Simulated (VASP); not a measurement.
# HfRu3 in VASP: a series of runs

HfRu3 is run at these levels: PBE; tasks: single point.

All numbers are computed with VASP 6.6.1; they aren't measurements. Logs are shortened: lines on timing, memory, paths and dates and some standing lists are left out, and cuts for length are marked.

### 1 The cell of the first run

Symmetry: Pm-3m, No. 221, cubic system. The conventional cell has a = 3.956 Å, b = 3.956 Å, c = 3.956 Å, α = 90.00°, β = 90.00°, γ = 90.00°. Within 3.7 Å of Hf (site symmetry m-3m) lie 12 Ru at 2.80 Å. Ru (site symmetry 4/mmm) has 4 Hf at 2.80 Å and 8 Ru at 2.80 Å within 3.7 Å.

### 2 Single point, PBE

INCAR

```
SYSTEM = HfRu3
  PREC = Accurate
  ENCUT = 520
  EDIFF = 1E-6
  ISMEAR = -1
  SIGMA = 0.05
  LREAL = .FALSE.
  LASPH = .TRUE.
  NELM = 80
  ALGO = Fast
  ISIF = 2
  LWAVE = .FALSE.
  LCHARG = .TRUE.
  GGA = PE
  LELF = .TRUE.
  LVHAR = .TRUE.
  NBANDS = 34
```

KPOINTS

```
regular mesh
0
G
  6 6 6
  0 0 0
```

POSCAR

```
HfRu3
1.0
    3.9557730000      0.0000000000      0.0000000000
    0.0000000000      3.9557730000      0.0000000000
    0.0000000000      0.0000000000      3.9557730000
Hf Ru
1 3
Direct
    0.0000000000      0.0000000000      0.0000000000
    0.0000000000      0.5000000000      0.5000000000
    0.5000000000      0.0000000000      0.5000000000
    0.5000000000      0.5000000000      0.0000000000
```

Potentials or basis: VASP PAW PBE potentials, release 64 (Hf_pv, Ru_pv).

Launch:

```sh
> cat potpaw_PBE.64/Hf_pv/POTCAR potpaw_PBE.64/Ru_pv/POTCAR > POTCAR
> mpirun -np 1 vasp_std > vasp.out
```

OUTCAR:

```text
SYSTEM = HfRu3
   PREC = Accurate
   ENCUT = 520
   EDIFF = 1E-6
   ISMEAR = -1
   LREAL = .FALSE.
   LASPH = .TRUE.
   NELM = 80
   ISIF = 2
   GGA = PE

 ion  position               nearest neighbor table
   1  0.000  0.000  0.000-   2 2.80   3 2.80   4 2.80   2 2.80   3 2.80   2 2.80   4 2.80   2 2.80
                             3 2.80   4 2.80   3 2.80   4 2.80
   2  0.000  0.500  0.500-   1 2.80   3 2.80   4 2.80   1 2.80   4 2.80   1 2.80   3 2.80   1 2.80
                             3 2.80   4 2.80   4 2.80   3 2.80
   3  0.500  0.000  0.500-   1 2.80   2 2.80   4 2.80   1 2.80   4 2.80   2 2.80   4 2.80   4 2.80
                             1 2.80   2 2.80   1 2.80   2 2.80
   4  0.500  0.500  0.000-   1 2.80   2 2.80   3 2.80   2 2.80   3 2.80   1 2.80   3 2.80   3 2.80
                             1 2.80   2 2.80   2 2.80   1 2.80

  LATTYP: Found a simple cubic cell.
 ALAT       =     3.9557730000

  Lattice vectors:

 A1 = (   3.9557730000,   0.0000000000,   0.0000000000)
 A2 = (   0.0000000000,   3.9557730000,   0.0000000000)
 A3 = (   0.0000000000,   0.0000000000,   3.9557730000)

Analysis of symmetry for initial positions (statically):
=====================================================================
 Subroutine PRICEL returns:
 Original cell was already a primitive cell.

 Routine SETGRP: Setting up the symmetry group for a
 simple cubic supercell.

 Subroutine GETGRP returns: Found 48 space group operations
 (whereof 48 operations were pure point group operations)
 out of a pool of 48 trial point group operations.

The static configuration has the point symmetry O_h .

Analysis of symmetry for dynamics (positions and initial velocities):
=====================================================================
 Subroutine PRICEL returns:
 Original cell was already a primitive cell.

 Routine SETGRP: Setting up the symmetry group for a
 simple cubic supercell.

 Subroutine GETGRP returns: Found 48 space group operations
 (whereof 48 operations were pure point group operations)
 out of a pool of 48 trial point group operations.

The dynamic configuration has the point symmetry O_h .

 Subroutine INISYM returns: Found 48 space group operations
 (whereof 48 operations are pure point group operations),
 and found     1 'primitive' translations

----------------------------------------------------------------------------------------

                                     Primitive cell

  volume of cell :      61.9005

  direct lattice vectors                    reciprocal lattice vectors
     3.955773000  0.000000000  0.000000000     0.252795092  0.000000000  0.000000000
     0.000000000  3.955773000  0.000000000     0.000000000  0.252795092  0.000000000
     0.000000000  0.000000000  3.955773000     0.000000000  0.000000000  0.252795092

  length of vectors
     3.955773000  3.955773000  3.955773000     0.252795092  0.252795092  0.252795092

  position of ions in fractional coordinates (direct lattice)
     0.000000000  0.000000000  0.000000000
     0.000000000  0.500000000  0.500000000
     0.500000000  0.000000000  0.500000000
     0.500000000  0.500000000  0.000000000

  ion indices of the primitive-cell ions
   primitive index   ion index
                 1           1
                 2           2
                 3           3
                 4           4

----------------------------------------------------------------------------------------

 KPOINTS: regular mesh

Automatic generation of k-mesh.
 Grid dimensions read from file:
 generate k-points for:    6    6    6

 Generating k-lattice:

  Cartesian coordinates                     Fractional coordinates (reciprocal lattice)
     0.042132515  0.000000000  0.000000000     0.166666667  0.000000000  0.000000000
     0.000000000  0.042132515  0.000000000     0.000000000  0.166666667  0.000000000
     0.000000000  0.000000000  0.042132515     0.000000000  0.000000000  0.166666667

  Length of vectors
     0.042132515  0.042132515  0.042132515

  Shift w.r.t. Gamma in fractional coordinates (k-lattice)
     0.000000000  0.000000000  0.000000000

 Subroutine IBZKPT returns following result:
 ===========================================

 Found     20 irreducible k-points:

 Following reciprocal coordinates:
            Coordinates               Weight
  0.000000  0.000000  0.000000      1.000000
  0.166667  0.000000  0.000000      6.000000
  0.333333  0.000000  0.000000      6.000000
  0.500000  0.000000  0.000000      3.000000
  0.166667  0.166667  0.000000     12.000000
  0.333333  0.166667  0.000000     24.000000
[... 12 lines left out ...]
  0.500000  0.500000  0.333333      6.000000
  0.500000  0.500000  0.500000      1.000000
   k-points           NKPTS =     20   k-points in BZ     NKDIM =     20   number of bands    NBANDS=     34
   number of dos      NEDOS =    301   number of ions     NIONS =      4
   total plane-waves  NPLWV =  27000
   dimension x,y,z NGX =    30 NGY =   30 NGZ =   30
   dimension x,y,z NGXF=    60 NGYF=   60 NGZF=   60
   ions per type =               1   3
   NGX,Y,Z   is equivalent  to a cutoff of  12.61, 12.61, 12.61 a.u.
   NGXF,Y,Z  is equivalent  to a cutoff of  25.22, 25.22, 25.22 a.u.
 SYSTEM =  HfRu3
   PREC   = accura    normal or accurate (medium, high low for compatibility)
   ISTART =      0    job   : 0-new  1-cont  2-samecut
   ICHARG =      2    charge: 1-file 2-atom 10-const
   ISPIN  =      1    spin polarized calculation?
   LNONCOLLINEAR =      F non collinear calculations
   LSORBIT =      F    spin-orbit coupling
   LASPH  =      T    aspherical Exc in radial PAW
   ENCUT  =  520.0 eV  38.22 Ry    6.18 a.u.   7.36  7.36  7.36*2*pi/ulx,y,z
   NELM   =     80;   NELMIN=  2; NELMDL= -5     # of ELM steps
   EDIFF  = 0.1E-05   stopping-criterion for ELM
   LREAL  =      F    real-space projection
   EDIFFG = 0.1E-04   stopping-criterion for IOM
   NSW    =      0    number of steps for IOM
   IBRION =     -1    ionic relax: 0-MD 1-quasi-New 2-CG
   NFREE  =      0    steps in history (QN), initial steepest desc. (CG)
   ISIF   =      2    stress and relaxation
   ISYM   =      2    0-nonsym 1-usesym 2-fastsym
   POTIM  = 0.5000    time-step for ionic-motion
   TEBEG  =    0.0;   TEEND  =   0.0 temperature during run
   PSTRESS=    0.0 pullay stress
   NELECT =      52.0000    total number of electrons
   NUPDOWN=      -1.0000    fix difference up-down
   EMIN   =  10.00;   EMAX   =-10.00  energy-range for DOS
   EFERMI =   0.00;   METHOD = LEGACY
   ISMEAR =    -1;   SIGMA  =   0.05  broadening in eV -4-tet -1-fermi 0-gaus
   EFERMI_NEDOS =   21; number of points for ismear=-14 and -15
   IALGO  =     68    algorithm
   IMIX   =      4    mixing-type and parameters
     AMIX     =   0.40;   BMIX     =  1.00
     AMIX_MAG =   1.60;   BMIX_MAG =  1.00
  volume/ion in A,a.u.               =      15.48       104.43
  Fermi-wavevector in a.u.,A,eV,Ry     =   1.544702  2.919063 32.464901  2.386103
  Thomas-Fermi vector in A             =   2.650185
   LORBIT       =      0    0 simple, 1 ext, 2 COOP (PROOUT), +10 PAW based schemes
   GGA     = PE    functional components
   LHFCALC =     F    Hartree Fock is set to
   AEXX    =    0.0000 exact exchange contribution
   IVDW    =     0    specifies the selected vdW correction
   LEPSILON=     F    determine dielectric tensor
   LRPA    =     F    only Hartree local field effects (RPA)
 non-spin polarized calculation
 RMM-DIIS sequential band-by-band and
  energy-cutoff  :      520.00
  volume of cell :       61.90
 maximum number of plane-waves:      1743
 NGX is ok and might be reduce to    30
   NGX = 15   NGY = 15   NGZ = 15

 number of electron      51.9999966 magnetization

 Free energy of the ion-electron system (eV)
  ---------------------------------------------------
  ext. energy  EPLUGINS =         0.00000000
  ---------------------------------------------------
  free energy    TOTEN  =       -38.42277426 eV

  energy without entropy =      -38.38013893  energy(sigma->0) =      -38.40145659

 E-fermi :   9.7077     XC(G=0): -13.2436

 val. band max:        9.6784081217   @ k =   0.3333   0.3333   0.0000
 cond. band min:       9.7098899120   @ k =   0.3333   0.1667   0.1667
 fundamental gap:      0.0314817903
 Fermi energy:         9.7076652178

 k-point     1 :       0.0000    0.0000    0.0000
  band No.  band energies     occupation
      1     -32.8338      2.00000
      2     -32.8338      2.00000
      3     -32.8338      2.00000
      4     -32.4810      2.00000
      5     -32.4810      2.00000
      6     -32.4810      2.00000
[... 26 lines left out ...]
     33      14.5129      0.00000
     34      16.1674      0.00000

 k-point     2 :       0.1667    0.0000    0.0000
  band No.  band energies     occupation
      1     -32.8161      2.00000
      2     -32.8161      2.00000
      3     -32.8038      2.00000
      4     -32.4871      2.00000
      5     -32.4871      2.00000
      6     -32.4830      2.00000
[... 26 lines left out ...]
     33      14.4813      0.00000
     34      16.1579      0.00000

 k-point     3 :       0.3333    0.0000    0.0000
  band No.  band energies     occupation
      1     -32.7744      2.00000
      2     -32.7744      2.00000
      3     -32.7221      2.00000
      4     -32.5081      2.00000
      5     -32.5081      2.00000
      6     -32.4872      2.00000
[... 26 lines left out ...]
     33      13.6595      0.00000
     34      15.9917      0.00000
[... 556 lines left out ...]
 k-point    19 :       0.5000    0.5000    0.3333
  band No.  band energies     occupation
      1     -32.9959      2.00000
      2     -32.7423      2.00000
      3     -32.7160      2.00000
      4     -32.7160      2.00000
      5     -32.4636      2.00000
      6     -32.4281      2.00000
[... 26 lines left out ...]
     33      13.7504      0.00000
     34      14.9302      0.00000

 k-point    20 :       0.5000    0.5000    0.5000
  band No.  band energies     occupation
      1     -33.0308      2.00000
      2     -32.7454      2.00000
      3     -32.7454      2.00000
      4     -32.7454      2.00000
      5     -32.4279      2.00000
      6     -32.4279      2.00000
[... 26 lines left out ...]
     33      13.9538      0.00000
     34      13.9538      0.00000

------------------------ aborting loop because EDIFF is reached ----------------------------------------

  FORCE on cell =-STRESS in cart. coord.  units (eV):
  Direction    XX          YY          ZZ          XY          YZ          ZX
  --------------------------------------------------------------------------------------
  -------------------------------------------------------------------------------------
  Total       -0.6614154     -0.6614154     -0.6614154     -0.0000000     -0.0000000      0.0000000
  in kB      -17.1194889    -17.1194889    -17.1194889     -0.0000000     -0.0000000      0.0000000
  external PRESSURE =     -17.1194889 kB  Pullay stress =       0.0000000 kB

 VOLUME and BASIS-vectors are now :
 -----------------------------------------------------------------------------
  energy-cutoff  :      520.00
  volume of cell :       61.90
      direct lattice vectors                 reciprocal lattice vectors
     3.955773000  0.000000000  0.000000000     0.252795092  0.000000000  0.000000000
     0.000000000  3.955773000  0.000000000     0.000000000  0.252795092  0.000000000
     0.000000000  0.000000000  3.955773000     0.000000000  0.000000000  0.252795092

 POSITION                                       TOTAL-FORCE (eV/Angst)
 -----------------------------------------------------------------------------------
      0.00000      0.00000      0.00000         0.000000      0.000000      0.000000
      0.00000      1.97789      1.97789         0.000000      0.000000      0.000000
      1.97789      0.00000      1.97789         0.000000      0.000000      0.000000
      1.97789      1.97789      0.00000         0.000000      0.000000      0.000000
 -----------------------------------------------------------------------------------
    total drift:                                0.000000      0.000000     -0.000000

  FREE ENERGIE OF THE ION-ELECTRON SYSTEM (eV)
  ---------------------------------------------------
  free  energy   TOTEN  =       -38.4227742620 eV

  energy  without entropy=      -38.3801389267  energy(sigma->0) =      -38.40145659
```

Wall time 28 s (1 thread of Intel Xeon Platinum 8488C (Sapphire Rapids), shared host); peak memory 0.18 GiB.

What came out:

```
Free energy            : -38.4228 eV
Pressure               : -1.7 GPa
Band gap on the k mesh : zero (bands 26 and 27 overlap by 2.95 eV)
```

Caveat: spin-orbit coupling is left out, which moves the levels of the heavy elements.

### 3 Single point, PBE

This run uses another cell than the first one, of 14.26 Å³/atom.

INCAR

```
ALGO = Normal
EDIFF = 1E-6
ENCUT = 520
GGA = PE
ISIF = 2
ISMEAR = -1
LASPH = T
LCHARG = F
LREAL = F
LWAVE = F
NBANDS = 34
NELM = 80
PREC = Accurate
SIGMA = 0.05
```

KPOINTS

```
k-points
0
Gamma
  6 6 6
```

POSCAR, as its differences from that of step 2:

```diff
@@ -2,4 +2,4 @@
 1.0
-    3.9557730000      0.0000000000      0.0000000000
-    0.0000000000      3.9557730000      0.0000000000
+    3.7975420800      0.0000000000      0.0000000000
+    0.0000000000      3.7975420800      0.0000000000
     0.0000000000      0.0000000000      3.9557730000
```

Potentials or basis: VASP PAW PBE potentials, release 64 (Hf_pv, Ru_pv).

Launch:

```sh
> cat potpaw_PBE.64/Hf_pv/POTCAR potpaw_PBE.64/Ru_pv/POTCAR > POTCAR
> mpirun -np 1 vasp_std > vasp.out
```

It took 35 s on 1 thread of Intel Xeon Platinum 8488C (Sapphire Rapids), shared host; peak memory 0.2 GiB.

It converged, with:

* Free energy: -38.1291 eV
* Pressure: 20.6 GPa
* Band gap on the k mesh: zero (bands 26 and 27 overlap by 3.23 eV)

Stress tensor (GPa, compression positive):
```
22.79  0.00  0.00
 0.00 22.79  0.00
 0.00  0.00 16.23
```

Levels at points of the mesh, in eV from the Fermi level:
```csv
k point,band 22,band 23,band 24,band 25,band 26,band 27,band 28,band 29,band 30,band 31
"(0.00, 0.00, 0.00)",-1.44,0.34,0.84,1.90,2.32,2.32,2.66,3.67,4.52,4.52
"(0.50, 0.00, 0.00)",-2.36,-0.86,-0.65,-0.46,-0.37,-0.26,0.84,2.32,2.35,2.40
"(0.50, 0.50, 0.00)",-2.50,-2.39,-1.19,-0.91,-0.86,-0.86,0.09,0.16,3.37,3.37
"(0.00, 0.00, 0.50)",-2.43,-1.29,-0.99,-0.38,-0.23,-0.23,1.12,2.66,2.68,2.68
"(0.50, 0.00, 0.50)",-2.44,-2.40,-1.26,-0.98,-0.94,-0.92,-0.11,-0.03,3.21,3.27
"(0.50, 0.50, 0.50)",-1.58,-1.38,-0.80,1.00,1.80,1.82,1.88,1.88,2.00,2.00
```

Caveat: the cell stands under pressure; spin-orbit coupling is left out, which moves the levels of the heavy elements.

### 4 Single point, PBE

This run uses another cell than the first one, of 14.86 Å³/atom.

INCAR

```
PREC = Accurate ; ENCUT = 520
EDIFF = 1E-6 ; ISMEAR = -1
SIGMA = 0.05 ; LREAL = False
LASPH = True ; NELM = 100
ALGO = Normal ; ISIF = 2
LWAVE = False ; LCHARG = False
GGA = PE ; NBANDS = 34
```

KPOINTS

```
Automatic mesh
0
Gamma
  6 6 6
```

POSCAR, as its differences from that of step 3:

```diff
@@ -2,4 +2,4 @@
 1.0
-    3.7975420800      0.0000000000      0.0000000000
-    0.0000000000      3.7975420800      0.0000000000
+    3.8766575400      0.0000000000      0.0000000000
+    0.0000000000      3.8766575400      0.0000000000
     0.0000000000      0.0000000000      3.9557730000
```

Launch:

```sh
> cat potpaw_PBE.64/Hf_pv/POTCAR potpaw_PBE.64/Ru_pv/POTCAR > POTCAR
> mpirun -np 1 vasp_std > vasp.out
```

Wall time 43 s (1 thread of Intel Xeon Platinum 8488C (Sapphire Rapids), shared host); peak memory 0.21 GiB.

Results (log left out):

```yaml
Free_energy: -38.3677 eV
Pressure: 8.2 GPa
Band_gap_on_the_k_mesh: zero (bands 26 and 27 overlap by 3.10 eV)
```

Stress tensor (GPa, compression positive):
```
9.28 0.00 0.00
0.00 9.28 0.00
0.00 0.00 6.05
```

Levels at points of the mesh, in eV from the Fermi level:
```csv
k point,band 23,band 24,band 25,band 26,band 27,band 28,band 29,band 30,band 31,band 32
"(0.00, 0.00, 0.00)",0.44,0.67,1.78,2.22,2.22,2.37,3.74,4.15,4.15,4.99
"(0.50, 0.00, 0.00)",-0.93,-0.68,-0.40,-0.35,-0.27,0.83,2.22,2.33,2.36,3.52
"(0.50, 0.50, 0.00)",-2.26,-1.14,-0.89,-0.84,-0.84,0.02,0.09,3.21,3.21,3.81
"(0.00, 0.00, 0.50)",-1.14,-0.84,-0.32,-0.29,-0.29,0.96,2.38,2.49,2.49,3.29
"(0.50, 0.00, 0.50)",-2.27,-1.17,-0.92,-0.89,-0.88,-0.07,0.00,3.14,3.17,3.68
"(0.50, 0.50, 0.50)",-1.15,-0.88,0.96,1.67,1.70,1.70,1.76,1.84,1.84,4.42
```

Caveat: the cell stands under pressure; spin-orbit coupling is left out, which moves the levels of the heavy elements.

[end of part 1 of 2]
